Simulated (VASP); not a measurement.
**Pt: relaxation of volume and atoms at fixed shape with PBEsol**

Crystal: Pt.

```xyz
1
Lattice="0.0000 1.9609 1.9609 1.9609 0.0000 1.9609 1.9609 1.9609 0.0000" Properties=species:S:1:pos:R:3 pbc="T T T"
Pt    0.0000    0.0000    0.0000
```

```json
{
 "Program": "VASP 6.6.1",
 "Task": "relaxation of volume and atoms at fixed shape",
 "Functional": "PBEsol",
 "Potentials or basis": "VASP PAW PBE potentials, release 64 (Pt)",
 "Cutoff": "600 eV",
 "k mesh": "8 × 8 × 8",
 "Occupations": "gaussian, width 0.1 eV",
 "Spin": "no spin polarisation",
 "Dipole correction": "no",
 "Further INCAR settings": "ALGO = Normal; EDIFF = 1e-07; IBRION = 2; EDIFFG = -0.03; NSW = 80; ISIF = 8"
}
```

```json
{"Relaxed volume": "14.99 Å³/atom", "Relaxed cell": "a = 2.767 Å, b = 2.767 Å, c = 2.767 Å, α = 60.00°, β = 60.00°, γ = 60.00°", "Space group after relaxing (to 0.05 Å)": "Fm-3m (No. 225)", "Energy gained by relaxing": "0.5 meV/atom", "Ionic steps": "3", "Pressure after relaxing": "0.0 GPa", "Band gap on the k mesh": "zero (band 5 reaches 11.68 eV, above the bottom of band 6 at 9.44 eV)"}
```

The path:
| step | energy change (eV) | largest force (eV/Å) | pressure (GPa) | volume (Å³) |
| --- | --- | --- | --- | --- |
| 1 | 0.0000 | 0.0000 | -1.78 | 15.08 |
| 2 | 0.0041 | 0.0000 | 5.60 | 14.72 |
| 3 | -0.0005 | 0.0000 | 0.00 | 14.99 |

Final structure:
```
Pt
1.0
     0.00000    1.95687    1.95687
     1.95687    0.00000    1.95687
     1.95687    1.95687    0.00000
Pt
1
Direct
  0.00000 0.00000 0.00000
```

Levels at points of the mesh, in eV from the Fermi level:
```
           k point  band 3  band 4  band 5  band 6  band 7  band 8
(0.00, 0.00, 0.00)   -3.80   -3.80   -1.61   -1.61   14.68   19.67
(0.50, 0.00, 0.00)   -3.86   -0.51    0.08    0.08    5.89   14.23
(0.50, 0.50, 0.00)    0.05    0.53    0.53    1.76    8.95   11.42
```

It took 9.6 s on 1 thread of Intel(R) Xeon(R) 6975P-C (Granite Rapids), on a shared host, peak memory 0.14 GiB.

Caveat: the PAW data sets were made with another functional, which shifts forces and pressure a little; spin-orbit coupling is left out, which moves the levels of the heavy elements.
